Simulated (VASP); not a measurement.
Runs of VASP 6.6.1 on HfO2. The structure is that of space group I4/mmm (No. 139), or close to it. The cells are those of the table. 

```tsv
cell	gap on the mesh (eV)	pressure (GPa)
a = 3.506, b = 3.732, c = 3.624 Å, angles 56.9, 63.1, 60.0°, 3 atoms	2.04	-12.1
a = 3.572, b = 3.662, c = 3.618 Å, angles 58.8, 61.2, 60.0°, 3 atoms	3.15	(b)
a = 3.708, b = 3.528, c = 3.621 Å, angles 62.5, 57.5, 60.0°, 3 atoms	(a)	-12.6
a = 3.550, b = 3.685, c = 3.619 Å, angles 58.1, 61.9, 60.0°, 3 atoms	2.81	(c)
```

Alike in all rows: task single point; level PBEsol; potentials or basis VASP PAW PBE potentials, release 64 (Hf_pv, O); no spin polarisation; k mesh 8 × 8 × 8; cutoff (eV) 520; smearing gaussian 0.05 eV.

Problem. Fill in the values left out.

Solution. (a) 2.43; (b) -13.3; (c) -13.0.

Caveats: the PAW data sets were made with another functional, which shifts forces and pressure a little; spin-orbit coupling is left out, which moves the levels of the heavy elements.

A k mesh can miss the band edges, and the runs leave out spin-orbit coupling on Hf.
